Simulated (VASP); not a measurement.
Write the native input for VASP 6.6.1 that does the following.

```yaml
Task: single point
Functional: PBE
Potentials_or_basis: VASP PAW PBE potentials, release 64 (Ca_sv, Sn_d, N)
Cutoff: 520 eV
k_mesh: 4 × 3 × 3
Occupations: gaussian, width 0.2 eV
Spin: no spin polarisation
Dipole_correction: no
Further_INCAR_settings: ALGO = Normal; EDIFF = 1e-06; NBANDS = 34
```

The structure of Ca2Sn2N lies in POSCAR:

```
Ca2Sn2N
1.0
    3.3648977808      0.0000000000      0.2995007734
    0.0000000000      6.7211353493      0.0000000000
   -0.4767741208      0.0000000000      5.1674248591
Ca Sn N
2 2 1
Direct
    0.0264663577      0.7628998726     -0.0400963386
    0.0264663577      0.2371001274     -0.0400963386
    0.5252134795      0.0000000000      0.4750041849
    0.5267590510      0.5000000000      0.4487339809
    0.5263235040      0.0000000000      0.8874923915
```

The input as run:

INCAR

```
SYSTEM = Ca2Sn2N
PREC     = Accurate       ! precision mode
ENCUT    = 520            ! plane-wave cutoff, eV
EDIFF    = 1E-6           ! SCF threshold, eV
ISMEAR   = 0              ! smearing method
SIGMA    = 0.2            ! smearing width, eV
LREAL    = .FALSE.        ! projectors in reciprocal space
LASPH    = .TRUE.         ! aspherical terms in the spheres
NELM     = 60             ! most SCF steps
ALGO     = Normal         ! electronic algorithm
ISIF     = 2              ! what is computed and relaxed
LWAVE    = .FALSE.        ! write WAVECAR
LCHARG   = .TRUE.         ! write CHGCAR
GGA      = PE             ! functional
LELF     = .TRUE.         ! ELF
LVHAR    = .TRUE.       
NBANDS   = 34             ! bands
```

KPOINTS

```
regular mesh
0
G
  4 3 3
  0 0 0
```

Potentials or basis: VASP PAW PBE potentials, release 64 (Ca_sv, Sn_d, N).

Run with:

```bash
$ cat potpaw_PBE.64/Ca_sv/POTCAR potpaw_PBE.64/Sn_d/POTCAR potpaw_PBE.64/N/POTCAR > POTCAR
$ mpirun -np 1 vasp_std > vasp.out
```

It gave:

| Quantity | Value |
| --- | --- |
| Pressure | 0.1 GPa |
| Largest force | 0.041 eV/Å |

Caveat: the k points lie up to 0.46 Å⁻¹ apart.

It took 34 s on 1 thread of Intel(R) Xeon(R) 6975P-C (Granite Rapids), with other jobs on the host, peak memory 0.25 GiB.
